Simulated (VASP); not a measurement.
SnO, 12 atoms in the cell. The cell holds a slab with vacuum, 12 atoms: a = 3.808 Å, b = 4.934 Å, c = 24.520 Å, α = 90.00°, β = 90.00°, γ = 90.00°. 

- Program: VASP 6.6.1
- Task: single point
- Functional: r2SCAN
- Potentials or basis: VASP PAW PBE potentials, release 64 (Sn_d, O)
- Cutoff: 520 eV
- k mesh: 9 × 7 × 1
- Occupations: gaussian, width 0.05 eV
- Spin: no spin polarisation
- Dipole correction: yes
- Further INCAR settings: ALGO = Normal; EDIFF = 1e-06; NBANDS = 72

Potentials or basis: VASP PAW PBE potentials, release 64 (Sn_d, O).

Run with:

```sh
$ cat potpaw_PBE.64/Sn_d/POTCAR potpaw_PBE.64/O/POTCAR > POTCAR
$ cp INCAR.step1 INCAR
$ mpirun -np 4 vasp_std > vasp.out
$ cp INCAR.step2 INCAR
$ mpirun -np 4 vasp_std > vasp.out
```

Hardware: 4 MPI ranks on Intel(R) Xeon(R) Platinum 8559C (Emerald Rapids) (shared host).

Problem. Estimate the wall time of this run.

Solution. Run time: 12 min on 4 MPI ranks on Intel(R) Xeon(R) Platinum 8559C (Emerald Rapids), on a shared host, peak memory 0.83 GiB a rank. Counts: k points 20.
